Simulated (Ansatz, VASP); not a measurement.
## LiB2 in VASP and in Ansatz

```
Li B
1.0
     1.72347    0.99505    2.30567
    -1.72347    0.99505    2.30567
     0.00000   -1.99009    2.30567
Li B
1 2
Cartesian
  0.0000 0.0000 0.0000
  0.0000 0.0000 2.5869
  0.0000 0.0000 4.3302
```

Alike in both runs: functional PBE; k mesh 6 × 6 × 6; occupations gaussian, width 0.1 eV; no spin polarisation.

Ansatz relaxed the structure, and its values are those at the end. VASP's run is a single point on that final structure, the one shown.

|  | VASP | Ansatz |
| --- | --- | --- |
| version | VASP 6.6.1 | Ansatz 0.2.0 |
| potentials or method | VASP PAW PBE potentials, release 64 (Li_sv, B), cutoff 520 eV | scalar-relativistic, plane waves, PAW |
| valence electrons in the cell | 9 | 9 |

```tsv
	VASP	Ansatz	Ansatz less VASP
gap on the k mesh at the Fermi level (eV)	none	none	-
rms of the force components (eV/Å)	0.005	0.002	-0.0034
```

A gap of «none» marks a metal or a gap that the smearing closes.

The k mesh is coarse, so the values compare programs but aren't converged. Noted on VASP's run: the cutoff is short for stress, so the pressure is rough.
